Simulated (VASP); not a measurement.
Wanted: the native input for a VASP 6.6.1 run.

| Item | Value |
| --- | --- |
| Task | single point |
| Functional | PBE |
| Potentials or basis | VASP PAW PBE potentials, release 64 (Ni, Mo_sv, Pd, Ir, W_sv) |
| Cutoff | 520 eV |
| k mesh | 8 × 8 × 2 |
| Occupations | fermi-dirac, width 0.05 eV |
| Spin | collinear spin, ferromagnetic start |
| Starting moments | [1.0, 1.0, 0.0, 0.6, 0.0] μB |
| Dipole correction | no |
| Further INCAR settings | ALGO = Normal; EDIFF = 1e-07; NBANDS = 40 |

The structure of NiMoIrPdW lies in POSCAR:

```
NiMoIrPdW
1.0
    2.7044217372      0.0000000000      0.0000000000
   -1.3522108686      2.3420924273      0.0000000000
    0.0000000000      0.0000000000     11.1090060617
Ni Mo Pd Ir W
1 1 1 1 1
Direct
    0.0000000000      0.0000000000      0.7091700000
    0.6666700000      0.3333300000      0.2942500000
    0.6666700000      0.3333300000      0.8990100000
    0.0000000000      0.0000000000      0.1060400000
    0.6666700000      0.3333300000      0.5292100000
```

These files were run (other wordings do the same):

INCAR

```
  ALGO = Normal
  EDIFF = 1E-7
  ENCUT = 520
  GGA = PE
  ISIF = 2
  ISMEAR = -1
  ISPIN = 2
  LASPH = T
  LCHARG = F
  LMAXMIX = 4
  LORBIT = 11
  LREAL = F
  LWAVE = F
  MAGMOM = 1 1 0 0.6 0
  NBANDS = 40
  NELM = 150
  PREC = Accurate
  SIGMA = 0.05
```

KPOINTS

```
k-points
0
Gamma
  8 8 2
```

Potentials or basis: VASP PAW PBE potentials, release 64 (Ni, Mo_sv, Pd, Ir, W_sv).

Run with:

```bash
$ cat potpaw_PBE.64/Ni/POTCAR potpaw_PBE.64/Mo_sv/POTCAR potpaw_PBE.64/Pd/POTCAR potpaw_PBE.64/Ir/POTCAR potpaw_PBE.64/W_sv/POTCAR > POTCAR
$ mpirun -np 1 vasp_std > vasp.out
```

It gave:

```json
{
  "Pressure": "17.4 GPa",
  "Largest force": "0.886 eV/Å",
  "Net moment": "0.00 μB per cell",
  "Valence electrons inside the program's atomic spheres": "Ni 9.31; Mo 12.71; Pd 9.60; Ir 8.49; W 12.22"
}
```

Caveat: the cell stands under pressure; the moments typed at the start vanished in this run.

Wall time 4.2 min on 1 thread of Intel(R) Xeon(R) Platinum 8488C (Sapphire Rapids) (shared host), peak memory 0.37 GiB.
